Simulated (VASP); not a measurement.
Write the native input for VASP 6.6.1 that does the following.

```
Task                   : single point
Functional             : r2SCAN
Potentials or basis    : VASP PAW PBE potentials, release 64 (Ag)
Cutoff                 : 520 eV
k mesh                 : 18 × 18 × 10
Occupations            : gaussian, width 0.15 eV
Spin                   : no spin polarisation
Dipole correction      : no
Further INCAR settings : ALGO = Normal; EDIFF = 1e-07; NBANDS = 18
```

Crystal: Ag.

```
CELL_PARAMETERS angstrom
2.93000 0.00000 0.00000
-1.46500 2.53745 0.00000
0.00000 0.00000 5.14925
ATOMIC_POSITIONS crystal
Ag 0.33333 0.66667 0.25000
Ag 0.66667 0.33333 0.75000
```

This cell differs from its parent crystal: strain +0.0750 x Voigt [0, 0, 1, 0, 0, 0].

The input as run:

POSCAR

```
Ag
1.0
    2.9299980804      0.0000000000      0.0000000000
   -1.4649990402      2.5374527707      0.0000000000
    0.0000000000      0.0000000000      5.1492500000
Ag
2
Direct
    0.3333333333      0.6666666667      0.2500000000
    0.6666666667      0.3333333333      0.7500000000
```

INCAR.step1

```
SYSTEM = Ag
PREC = Accurate ; ENCUT = 520
ISMEAR = 0 ; SIGMA = 0.15
LREAL = .FALSE. ; LASPH = .TRUE.
NELM = 80 ; NBANDS = 18
GGA = PE ; ALGO = Normal
EDIFF = 1E-4 ; LWAVE = .TRUE.
LCHARG = .FALSE.
```

INCAR.step2

```
SYSTEM = Ag
PREC = Accurate ; ENCUT = 520
EDIFF = 1E-7 ; ISMEAR = 0
SIGMA = 0.15 ; LREAL = .FALSE.
LASPH = .TRUE. ; NELM = 80
ALGO = Normal ; ISIF = 2
LWAVE = .FALSE. ; LCHARG = .FALSE.
METAGGA = R2SCAN ; LMIXTAU = .TRUE.
NBANDS = 18 ; ISTART = 1
```

KPOINTS

```
Automatic mesh
0
G
  18 18 10
  0 0 0
```

Potentials or basis: VASP PAW PBE potentials, release 64 (Ag).

The run is started by

```bash
$ cat potpaw_PBE.64/Ag/POTCAR > POTCAR
$ cp INCAR.step1 INCAR
$ mpirun -np 1 vasp_std > vasp.out
$ cp INCAR.step2 INCAR
$ mpirun -np 1 vasp_std > vasp.out
```

Results of the run:

The pressure is -7.2 GPa and the band gap on the k mesh is zero (bands 11 and 12 overlap by 7.90 eV).

Caveat: the cell differs from its parent crystal (strain +0.0750 x Voigt [0, 0, 1, 0, 0, 0]); the cell stands under tension; the PAW data sets were made with another functional, which shifts forces and pressure a little.

Run time: 4.9 min on 1 thread of Intel(R) Xeon(R) Platinum 8375C CPU @ 2.90GHz (Ice Lake), with other jobs on the host, peak memory 0.26 GiB.
